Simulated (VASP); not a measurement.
AgCl:

```xyz
2
Lattice="-0.0994 2.7293 2.7293 2.7293 -0.0994 2.7293 2.7293 2.7293 -0.0994" Properties=species:S:1:pos:R:3 pbc="T T T"
Ag    0.0000    0.0000    0.0000
Cl    2.6796    2.6796    2.6796
```

This cell differs from its parent crystal: epitaxial 111 strain +2.0%.

Base run:

| Item | Value |
| --- | --- |
| Program | VASP 6.6.1 |
| Functional | PBE |
| Potentials or basis | VASP PAW PBE potentials, release 64 (Ag, Cl) |
| Cutoff | 520 eV |
| k mesh | 8 × 8 × 8 |
| Occupations | fermi-dirac, width 0.02 eV |
| Spin | no spin polarisation |

Its results: band gap on the k mesh 0.87 eV (least direct gap 3.04 eV); pressure 1.1 GPa.

The run is repeated on the same cell with these changes: functional from PBE to r2SCAN; occupations from fermi-dirac, width 0.02 eV to gaussian, width 0.01 eV. What comes out?

Band gap on the k mesh 1.38 eV (least direct gap 3.63 eV); pressure -0.4 GPa.

Caveats: the PAW data sets were made with another functional, which shifts forces and pressure a little (at least some runs).

A k mesh can miss the band edges.
